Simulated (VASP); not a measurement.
AsRu3:

```
As Ru
1.0
     3.87864    0.00000    0.00000
     0.00000    3.87864    0.00000
     0.00000    0.00000    3.87864
As Ru
1 3
Cartesian
  0.0000 0.0000 0.0000
  0.0000 1.9393 1.9393
  1.9393 0.0000 1.9393
  1.9393 1.9393 0.0000
```

* Program: VASP 6.6.1
* Task: relaxation of cell and atoms
* Functional: PBE
* Potentials or basis: VASP PAW PBE potentials, release 64 (As, Ru_pv)
* Cutoff: 600 eV
* k mesh: 4 × 4 × 4
* Occupations: gaussian, width 0.1 eV
* Spin: no spin polarisation

At the start: pressure -5.6 GPa; volume 14.59 Å³/atom.

Q: Where does the relaxation end?

A: Over 3 steps the energy falls by 6.7 meV/atom and the volume is 14.22 Å³/atom (-2.5 %); space group Pm-3m (No. 221, to 0.1 Å) before and after.

The path:
| step | energy change (eV) | largest force (eV/Å) | pressure (GPa) | volume (Å³) |
| --- | --- | --- | --- | --- |
| 1 | 0.0000 | 0.0000 | -5.64 | 58.35 |
| 2 | 0.0802 | 0.0000 | 13.22 | 54.12 |
| 3 | -0.0269 | 0.0000 | -0.09 | 56.88 |

Final structure:
```yaml
crystal:
  lattice:
    - [3.84586, 0.00000, 0.00000]
    - [0.00000, 3.84586, 0.00000]
    - [0.00000, 0.00000, 3.84586]
  atoms:
    - { symbol: As, position: [0.00000, 0.00000, 0.00000] }
    - { symbol: Ru, position: [0.00000, 0.50000, 0.50000] }
    - { symbol: Ru, position: [0.50000, 0.00000, 0.50000] }
    - { symbol: Ru, position: [0.50000, 0.50000, 0.00000] }
```

Caveat: the k points lie up to 0.41 Å⁻¹ apart in the final cell, too coarse for converged energies and pressures of a metal.
